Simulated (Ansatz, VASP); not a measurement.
## One calculation of CoSi2, two programs

```
Co Si
1.0
     0.00000    2.65625    2.65625
     2.65625    0.00000    2.65625
     2.65625    2.65625    0.00000
Co Si
1 2
Direct
  0.97784 0.02172 0.01532
  0.26827 0.24104 0.23092
  0.75389 0.73724 0.75376
```

Change from the starting cell: all atoms moved at random, sigma 0.1 Å a component.

Alike in both runs: task single point; functional PBEsol; k mesh 12 × 12 × 12; occupations gaussian, width 0.15 eV; no spin polarisation.

|  | VASP | Ansatz |
| --- | --- | --- |
| version | VASP 6.6.1 | Ansatz 0.2.0 |
| potentials or method | VASP PAW PBE potentials, release 64 (Co, Si), cutoff 520 eV | scalar-relativistic, plane waves, PAW |
| valence electrons in the cell | 17 | 25 |

```csv
,VASP,Ansatz,Ansatz less VASP
gap on the k mesh at the Fermi level (eV),none,none,-
pressure (GPa),2.3,2.2,-0.14
"traceless stress, the component that is largest in VASP (GPa)",-2.73,-2.70,+0.033
rms of the force components (eV/Å),0.840,0.829,-0.0106
```

VASP's potentials were made for PBE, not for PBEsol. Atom by atom the forces differ by 0.011 eV/Å (rms over components). A gap of «none» marks a metal or a gap that the smearing closes. The functional is the same, so the differences come from potentials, cutoffs and numerics. VASP's potentials hold 17 valence electrons a cell and Ansatz's 25, so a difference there can come from the potentials and not from the codes.
